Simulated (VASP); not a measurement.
# CdS (P1) in VASP: notebook

CdS is run at these levels: r2SCAN; tasks: single point.

All numbers are computed with VASP 6.6.1; they aren't measurements. Logs are shortened: lines on timing, memory, paths and dates and some standing lists are left out, and cuts for length are marked.

## Step 1: The cell of the first run

The typed cell holds 16 atoms: a = 8.334 Å, b = 8.334 Å, c = 6.770 Å, α = 90.00°, β = 90.00°, γ = 120.00°.

## Step 2: Single point, r2SCAN

Input file POSCAR:

```
CdS
1.0
    8.3336590000      0.0000000000      0.0000000000
   -4.1668300000      7.2171600000      0.0000000000
    0.0000000000      0.0000000000      6.7696310000
Cd S
8 8
Direct
    0.1637516615      0.3303591718     -0.0014050987
    0.3320025847      0.1632392797      0.5022628264
    0.1656276023      0.8318772204     -0.0002008972
    0.3382562830      0.6709583825      0.5021756725
    0.6642910239      0.3335196947     -0.0016678900
    0.8315558351      0.1650412351      0.4895454420
    0.6665462584      0.8283470229      0.0025005794
    0.8354678319      0.6687505889      0.4995517481
    0.1659265956      0.3399393944      0.3730806007
    0.3367328223      0.1703466460      0.8759747762
    0.1632855002      0.8344678516      0.3834099672
    0.3445583146      0.6687451851      0.8622831880
    0.6673481785      0.3354951255      0.3762561061
    0.8337512194      0.1639585377      0.8767922506
    0.6709994650      0.8364679458      0.3733640726
    0.8406981697      0.6779693120      0.8786916155
```

Input file INCAR.step1:

```
PREC = Accurate
ENCUT = 520
ISMEAR = -1
SIGMA = 0.069
LREAL = Auto
LASPH = True
NELM = 80
NBANDS = 86
GGA = PE
ALGO = Normal
EDIFF = 1E-4
LWAVE = True
LCHARG = False
```

Input file INCAR.step2:

```
PREC = Accurate
ENCUT = 520
EDIFF = 1E-6
ISMEAR = -1
SIGMA = 0.069
LREAL = Auto
LASPH = True
NELM = 80
ALGO = Normal
ISIF = 2
LWAVE = False
LCHARG = False
METAGGA = R2SCAN
LMIXTAU = True
NBANDS = 86
ISTART = 1
```

Input file KPOINTS:

```
regular mesh
0
Gamma
  3 3 2
```

Potentials or basis: VASP PAW PBE potentials, release 64 (Cd, S).

On the command line:

```
cat potpaw_PBE.64/Cd/POTCAR potpaw_PBE.64/S/POTCAR > POTCAR
cp INCAR.step1 INCAR
mpirun -np 1 vasp_std > vasp.out
cp INCAR.step2 INCAR
mpirun -np 1 vasp_std > vasp.out
```

OUTCAR:

```text
PREC = Accurate
   ENCUT = 520
   EDIFF = 1E-6
   ISMEAR = -1
   LREAL = Auto
   LASPH = True
   NELM = 80
   ISIF = 2
   METAGGA = R2SCAN
   ISTART = 1

 ion  position               nearest neighbor table
   1  0.164  0.330  0.999-  14 2.52   9 2.54  10 2.54  12 2.61
   2  0.332  0.163  0.502-  11 2.51  10 2.53  13 2.57   9 2.62
   3  0.166  0.832  1.000-  16 2.49  10 2.58  11 2.60  12 2.64
   4  0.338  0.671  0.502-  12 2.44   9 2.54  15 2.55  11 2.57
   5  0.664  0.334  0.998-  10 2.50  13 2.56  14 2.58  16 2.61
   6  0.832  0.165  0.490-  15 2.50  13 2.53   9 2.54  14 2.62
[... 8 lines left out ...]
  15  0.671  0.836  0.373-   6 2.50   7 2.51   8 2.55   4 2.55
  16  0.841  0.678  0.879-   3 2.49   7 2.49   8 2.57   5 2.61

  LATTYP: Found a hexagonal cell.
 ALAT       =     8.3336590000
 C/A-ratio  =     0.8123239744

  Lattice vectors:

 A1 = (   8.3336590000,   0.0000000000,   0.0000000000)
 A2 = (  -4.1668300000,   7.2171600000,   0.0000000000)
 A3 = (   0.0000000000,   0.0000000000,   6.7696310000)

Analysis of symmetry for initial positions (statically):
=====================================================================
 Subroutine PRICEL returns:
 Original cell was already a primitive cell.

 Routine SETGRP: Setting up the symmetry group for a
 hexagonal supercell.

 Subroutine GETGRP returns: Found  1 space group operations
 (whereof  1 operations were pure point group operations)
 out of a pool of 24 trial point group operations.

The static configuration has the point symmetry C_1 .

Analysis of symmetry for dynamics (positions and initial velocities):
=====================================================================
 Subroutine PRICEL returns:
 Original cell was already a primitive cell.

 Routine SETGRP: Setting up the symmetry group for a
 hexagonal supercell.

 Subroutine GETGRP returns: Found  1 space group operations
 (whereof  1 operations were pure point group operations)
 out of a pool of 24 trial point group operations.

The dynamic configuration has the point symmetry C_1 .

 Subroutine INISYM returns: Found  1 space group operations
 (whereof  1 operations are pure point group operations),
 and found     1 'primitive' translations

----------------------------------------------------------------------------------------

                                     Primitive cell

  volume of cell :     407.1618

  direct lattice vectors                    reciprocal lattice vectors
     8.333659000  0.000000000  0.000000000     0.119995311  0.069279337  0.000000000
    -4.166830000  7.217160000  0.000000000     0.000000000  0.138558657  0.000000000
     0.000000000  0.000000000  6.769631000     0.000000000  0.000000000  0.147718539

  length of vectors
     8.333659000  8.333658903  6.769631000     0.138558656  0.138558657  0.147718539

  position of ions in fractional coordinates (direct lattice)
     0.163751662  0.330359172  0.998594901
     0.332002585  0.163239280  0.502262826
     0.165627602  0.831877220  0.999799103
     0.338256283  0.670958382  0.502175673
     0.664291024  0.333519695  0.998332110
     0.831555835  0.165041235  0.489545442
[... 8 lines left out ...]
     0.670999465  0.836467946  0.373364073
     0.840698170  0.677969312  0.878691616

  ion indices of the primitive-cell ions
   primitive index   ion index
                 1           1
                 2           2
                 3           3
                 4           4
                 5           5
                 6           6
[... 8 lines left out ...]
                15          15
                16          16

----------------------------------------------------------------------------------------

 KPOINTS: regular mesh

Automatic generation of k-mesh.
 Grid dimensions read from file:
 generate k-points for:    3    3    2

 Generating k-lattice:

  Cartesian coordinates                     Fractional coordinates (reciprocal lattice)
     0.039998437  0.023093112  0.000000000     0.333333333  0.000000000  0.000000000
     0.000000000  0.046186219  0.000000000     0.000000000  0.333333333  0.000000000
     0.000000000  0.000000000  0.073859269     0.000000000  0.000000000  0.500000000

  Length of vectors
     0.046186219  0.046186219  0.073859269

  Shift w.r.t. Gamma in fractional coordinates (k-lattice)
     0.000000000  0.000000000  0.000000000

 Subroutine IBZKPT returns following result:
 ===========================================

 Found     10 irreducible k-points:

 Following reciprocal coordinates:
            Coordinates               Weight
  0.000000  0.000000  0.000000      1.000000
  0.333333 -0.000000  0.000000      2.000000
  0.000000  0.333333  0.000000      2.000000
 -0.333333  0.333333  0.000000      2.000000
  0.333333  0.333333  0.000000      2.000000
  0.000000  0.000000  0.500000      1.000000
  0.333333 -0.000000  0.500000      2.000000
  0.000000  0.333333  0.500000      2.000000
 -0.333333  0.333333  0.500000      2.000000
  0.333333  0.333333  0.500000      2.000000
   k-points           NKPTS =     10   k-points in BZ     NKDIM =     10   number of bands    NBANDS=     86
   number of dos      NEDOS =    301   number of ions     NIONS =     16
   total plane-waves  NPLWV = 204800
   dimension x,y,z NGX =    64 NGY =   64 NGZ =   50
   dimension x,y,z NGXF=   128 NGYF=  128 NGZF=  100
   ions per type =               8   8
   NGX,Y,Z   is equivalent  to a cutoff of  12.77, 12.77, 12.28 a.u.
   NGXF,Y,Z  is equivalent  to a cutoff of  25.53, 25.53, 24.56 a.u.
 SYSTEM =  unknown system
   PREC   = accura    normal or accurate (medium, high low for compatibility)
   ISTART =      1    job   : 0-new  1-cont  2-samecut
   ICHARG =      0    charge: 1-file 2-atom 10-const
   ISPIN  =      1    spin polarized calculation?
   LNONCOLLINEAR =      F non collinear calculations
   LSORBIT =      F    spin-orbit coupling
   LASPH  =      T    aspherical Exc in radial PAW
   ENCUT  =  520.0 eV  38.22 Ry    6.18 a.u.  15.50 15.50 12.59*2*pi/ulx,y,z
   NELM   =     80;   NELMIN=  2; NELMDL=  0     # of ELM steps
   EDIFF  = 0.1E-05   stopping-criterion for ELM
   LREAL  =      T    real-space projection
   EDIFFG = 0.1E-04   stopping-criterion for IOM
   NSW    =      0    number of steps for IOM
   IBRION =     -1    ionic relax: 0-MD 1-quasi-New 2-CG
   NFREE  =      0    steps in history (QN), initial steepest desc. (CG)
   ISIF   =      2    stress and relaxation
   ISYM   =      2    0-nonsym 1-usesym 2-fastsym
   POTIM  = 0.5000    time-step for ionic-motion
   TEBEG  =    0.0;   TEEND  =   0.0 temperature during run
   PSTRESS=    0.0 pullay stress
   NELECT =     144.0000    total number of electrons
   NUPDOWN=      -1.0000    fix difference up-down
   EMIN   =  10.00;   EMAX   =-10.00  energy-range for DOS
   EFERMI =   0.00;   METHOD = LEGACY
   ISMEAR =    -1;   SIGMA  =   0.07  broadening in eV -4-tet -1-fermi 0-gaus
   EFERMI_NEDOS =   21; number of points for ismear=-14 and -15
   IALGO  =     38    algorithm
   IMIX   =      4    mixing-type and parameters
     AMIX     =   0.40;   BMIX     =  1.00
     AMIX_MAG =   1.60;   BMIX_MAG =  1.00
  volume/ion in A,a.u.               =      25.45       171.73
  Fermi-wavevector in a.u.,A,eV,Ry     =   1.157728  2.187789 18.236362  1.340335
  Thomas-Fermi vector in A             =   2.294337
   LORBIT       =      0    0 simple, 1 ext, 2 COOP (PROOUT), +10 PAW based schemes
   METAGGA = R2SCAN    functional components
   LHFCALC =     F    Hartree Fock is set to
   AEXX    =    0.0000 exact exchange contribution
   IVDW    =     0    specifies the selected vdW correction
   LEPSILON=     F    determine dielectric tensor
   LRPA    =     F    only Hartree local field effects (RPA)
 non-spin polarized calculation
  energy-cutoff  :      520.00
  volume of cell :      407.16
 maximum number of plane-waves:     10992
 NGX is ok and might be reduce to    64
   NGX = 31   NGY = 31   NGZ = 25

 number of electron     143.9999987 magnetization

 Free energy of the ion-electron system (eV)
  ---------------------------------------------------
  ext. energy  EPLUGINS =         0.00000000
  ---------------------------------------------------
  free energy    TOTEN  =      -237.35729552 eV

  energy without entropy =     -237.35729248  energy(sigma->0) =     -237.35729400

 E-fermi :   1.6840     XC(G=0):  -9.6004

 val. band max:        0.8408527198   @ k =   0.0000   0.0000   0.0000
 cond. band min:       2.4495240847   @ k =   0.0000   0.0000   0.0000
 fundamental gap:      1.6086713648
 Fermi energy:         1.6840060754

 k-point     1 :       0.0000    0.0000    0.0000
  band No.  band energies     occupation
      1     -11.9133      2.00000
      2     -11.5725      2.00000
      3     -11.5078      2.00000
      4     -11.4993      2.00000
      5     -11.4876      2.00000
      6     -11.3991      2.00000
[... 76 lines left out ...]
     83       6.3349      0.00000
     84       7.5420      0.00000

 k-point     2 :       0.3333   -0.0000    0.0000
  band No.  band energies     occupation
      1     -11.8255      2.00000
      2     -11.6426      2.00000
      3     -11.5432      2.00000
      4     -11.4864      2.00000
      5     -11.4665      2.00000
      6     -11.3955      2.00000
[... 685 lines left out ...]
     83       6.7825      0.00000
     84       6.7991      0.00000

 k-point    10 :       0.3333    0.3333    0.5000
  band No.  band energies     occupation
      1     -11.6134      2.00000
      2     -11.5822      2.00000
      3     -11.5683      2.00000
      4     -11.5453      2.00000
      5     -11.4782      2.00000
      6     -11.4687      2.00000
[... 76 lines left out ...]
     83       6.6423      0.00000
     84       6.6581      0.00000
 [bands above 84 left out]

------------------------ aborting loop because EDIFF is reached ----------------------------------------

  FORCE on cell =-STRESS in cart. coord.  units (eV):
  Direction    XX          YY          ZZ          XY          YZ          ZX
  --------------------------------------------------------------------------------------
  -------------------------------------------------------------------------------------
  Total        1.1061808      0.1029684      1.4482171      1.2755676      0.9837672      0.3211370
  in kB        4.3528093      0.4051793      5.6987184      5.0193446      3.8711133      1.2636704
  external PRESSURE =       3.4855690 kB  Pullay stress =       0.0000000 kB

 VOLUME and BASIS-vectors are now :
 -----------------------------------------------------------------------------
  energy-cutoff  :      520.00
  volume of cell :      407.16
      direct lattice vectors                 reciprocal lattice vectors
     8.333659000  0.000000000  0.000000000     0.119995311  0.069279337  0.000000000
    -4.166830000  7.217160000  0.000000000     0.000000000  0.138558657  0.000000000
     0.000000000  0.000000000  6.769631000     0.000000000  0.000000000  0.147718539

 POSITION                                       TOTAL-FORCE (eV/Angst)
 -----------------------------------------------------------------------------------
     -0.01190      2.38426      6.76012         0.003791      0.223789     -0.085230
      2.08661      1.17812      3.40013        -0.157491      0.347241     -0.155081
     -2.08601      6.00379      6.76827         0.457942      0.111617      0.085432
      0.02314      4.84241      3.39954        -0.059904      0.006739     -0.568869
      4.14626      2.40706      6.75834         0.309774      0.186032     -0.045928
      6.24220      1.19113      3.31404         0.051439      0.205557      0.347299
[... 8 lines left out ...]
      2.10646      6.03692      2.52754        -0.101415     -0.224116      0.097853
      4.18111      4.89301      5.94842         0.085591     -0.627556     -0.184810
 -----------------------------------------------------------------------------------
    total drift:                                0.000250      0.003235     -0.013138

  FREE ENERGIE OF THE ION-ELECTRON SYSTEM (eV)
  ---------------------------------------------------
  free  energy   TOTEN  =      -237.3572955155 eV

  energy  without entropy=     -237.3572924776  energy(sigma->0) =     -237.35729400
```

It took 13 min on 1 thread of Intel Xeon 6975P-C (Granite Rapids), shared host; peak memory 0.64 GiB.

What came out:

```yaml
Free_energy: -237.3573 eV
Pressure: 0.3 GPa
Largest_force: 1.086 eV/Å
Band_gap_on_the_k_mesh: 1.61 eV
```

Forces in eV/Å, atoms in the order of the input:
```
Cd   0.004  0.224 -0.085
Cd  -0.157  0.347 -0.155
Cd   0.458  0.112  0.085
Cd  -0.060  0.007 -0.569
Cd   0.310  0.186 -0.046
Cd   0.051  0.206  0.347
Cd  -0.111  0.303 -0.080
Cd  -0.177 -0.138  0.137
S    0.305 -0.149  0.097
S   -0.074 -0.208  0.076
S    0.376 -0.029 -0.440
S   -0.528 -0.122  0.941
S   -0.152 -0.003  0.002
S   -0.229  0.116 -0.224
S   -0.101 -0.224  0.098
S    0.086 -0.628 -0.185
```

Levels at points of the mesh, in eV from the valence-band top:
| k point | band 70 | band 71 | band 72 | band 73 | band 74 | band 75 |
| --- | --- | --- | --- | --- | --- | --- |
| (0.00, 0.00, 0.00) | -0.04 | -0.01 | 0.00 | 1.61 | 3.21 | 4.03 |
| (0.00, 0.00, 0.50) | -0.43 | -0.37 | -0.33 | 3.24 | 3.25 | 3.75 |

Caveat: the k points lie up to 0.46 Å⁻¹ apart; the atoms stand as in a frame of molecular dynamics; the PAW data sets were made with another functional, which shifts forces and pressure a little.

## Step 3: Single point, r2SCAN

Input file POSCAR:

```
CdS
1.0
    8.3302490000      0.0000000000      0.0000000000
   -4.1651240000      7.2142070000      0.0000000000
    0.0000000000      0.0000000000      6.7668600000
Cd S
8 8
Direct
    0.1646163943      0.3311124840     -0.0013173023
    0.3323768799      0.1644736559      0.5011144017
    0.1658959976      0.8324263498     -0.0006021995
    0.3364491681      0.6695539787      0.5010929737
    0.6648817618      0.3334216775     -0.0013640004
    0.8325230895      0.1657719275      0.4929135522
    0.6663413838      0.8300378683      0.0013774483
    0.8345145650      0.6680204768      0.4992191356
    0.1659710435      0.3379609152      0.3739365082
    0.3355051513      0.1691451327      0.8757144377
    0.1639496555      0.8338321870      0.3816657948
    0.3409181799      0.6677878802      0.8664426337
    0.6673331070      0.3348970996      0.3761831928
    0.8340056439      0.1649136211      0.8766781048
    0.6693525736      0.8349426347      0.3743875298
    0.8384231786      0.6742840897      0.8775569466
```

Input file INCAR.step1:

```
SYSTEM = CdS
PREC = Accurate
ENCUT = 520
ISMEAR = -1
SIGMA = 0.069
LREAL = Auto
LASPH = .TRUE.
NELM = 60
NBANDS = 86
GGA = PE
ALGO = Normal
EDIFF = 1E-4
LWAVE = .TRUE.
LCHARG = .FALSE.
```

Input file INCAR.step2:

```
SYSTEM = CdS
PREC = Accurate
ENCUT = 520
EDIFF = 1E-6
ISMEAR = -1
SIGMA = 0.069
LREAL = Auto
LASPH = .TRUE.
NELM = 60
ALGO = Normal
ISIF = 2
LWAVE = .FALSE.
LCHARG = .TRUE.
METAGGA = R2SCAN
LMIXTAU = .TRUE.
LELF = .TRUE.
LVHAR = .TRUE.
NBANDS = 86
ISTART = 1
```

Input file KPOINTS:

```
Automatic mesh
0
G
  3 3 2
  0 0 0
```

Potentials or basis: VASP PAW PBE potentials, release 64 (Cd, S).

On the command line:

```
cat potpaw_PBE.64/Cd/POTCAR potpaw_PBE.64/S/POTCAR > POTCAR
cp INCAR.step1 INCAR
mpirun -np 1 vasp_std > vasp.out
cp INCAR.step2 INCAR
mpirun -np 1 vasp_std > vasp.out
```

It took 24 min on 1 thread of Intel Xeon Platinum 8375C at 2.90GHz (Ice Lake), shared host; peak memory 0.64 GiB.

Results (log left out):

```
Free energy            : -237.4466 eV
Pressure               : 0.3 GPa
Largest force          : 0.743 eV/Å
Band gap on the k mesh : 1.62 eV
```

Forces on the atoms (eV/Å):
```
Cd   0.006  0.172 -0.054
Cd  -0.114  0.237 -0.121
Cd   0.325  0.059  0.071
Cd  -0.034  0.009 -0.355
Cd   0.217  0.134 -0.043
Cd   0.020  0.106  0.239
Cd  -0.049  0.200 -0.054
Cd  -0.114 -0.098  0.101
S    0.239 -0.112  0.065
S   -0.033 -0.144  0.064
S    0.262  0.001 -0.339
S   -0.387 -0.072  0.630
S   -0.111 -0.023  0.001
S   -0.185  0.073 -0.163
S   -0.084 -0.109  0.056
S    0.043 -0.431 -0.099
```

Stress tensor (GPa, compression positive):
```
0.41 0.38 0.09
0.38 0.12 0.26
0.09 0.26 0.46
```

Levels at points of the mesh, in eV from the valence-band top:
```tsv
k point	band 70	band 71	band 72	band 73	band 74	band 75
(0.00, 0.00, 0.00)	-0.04	-0.01	0.00	1.62	3.22	4.07
(0.00, 0.00, 0.50)	-0.41	-0.38	-0.35	3.25	3.26	3.79
```

Caveat: the k points lie up to 0.46 Å⁻¹ apart; the atoms stand as in a frame of molecular dynamics; the PAW data sets were made with another functional, which shifts forces and pressure a little.
